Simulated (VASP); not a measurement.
**AlSn: single point with HF**

AlSn:

```
Sn Al
1.0
     4.21573    0.00000    0.00000
    -2.10787    3.65093    0.00000
     0.00000    0.00000    3.51052
Sn Al
1 1
Cartesian
  0.0000 2.4340 1.7553
  0.0000 0.0000 0.0000
```

```yaml
Program: VASP 6.6.1
Task: single point
Functional: HF
Potentials_or_basis: VASP PAW PBE potentials, release 64 (Sn_d, Al)
Cutoff: 520 eV
k_mesh: 4 × 4 × 4
Occupations: fermi-dirac, width 0.05 eV
Spin: no spin polarisation
```

| Item | Value |
| --- | --- |
| Pressure | 0.9 GPa |
| Band gap on the k mesh | zero (an odd number of electrons rules out a gap without spin polarisation) |

Stress tensor (GPa, compression positive):
```
-1.40  0.00  0.00
 0.00 -1.40  0.00
 0.00  0.00  5.51
```

Levels at points of the mesh, in eV from the Fermi level:
```csv
k point,band 4,band 5,band 6,band 7,band 8,band 9,band 10,band 11,band 12,band 13
"(0.00, 0.00, 0.00)",-32.32,-32.32,-17.55,0.98,1.23,1.23,3.88,6.43,6.43,7.37
"(0.50, 0.00, 0.00)",-32.32,-32.30,-14.54,-11.80,-4.11,2.15,6.36,8.52,9.51,10.60
"(0.00, 0.00, 0.50)",-32.31,-32.31,-13.33,-12.39,4.99,4.99,5.40,7.22,7.22,7.50
"(0.50, 0.00, 0.50)",-32.31,-32.29,-10.62,-9.19,-6.59,-5.73,2.54,5.09,6.37,6.81
```

It took 21 min on 1 thread of AMD EPYC 7R43 64-Core Processor (Zen 3), with other jobs on the host, peak memory 0.15 GiB.

Caveat: the k points lie up to 0.45 Å⁻¹ apart, too coarse for converged energies and pressures of a metal; the PAW data sets were made with another functional, which shifts forces and pressure a little; spin-orbit coupling is left out, which moves the levels of the heavy elements.
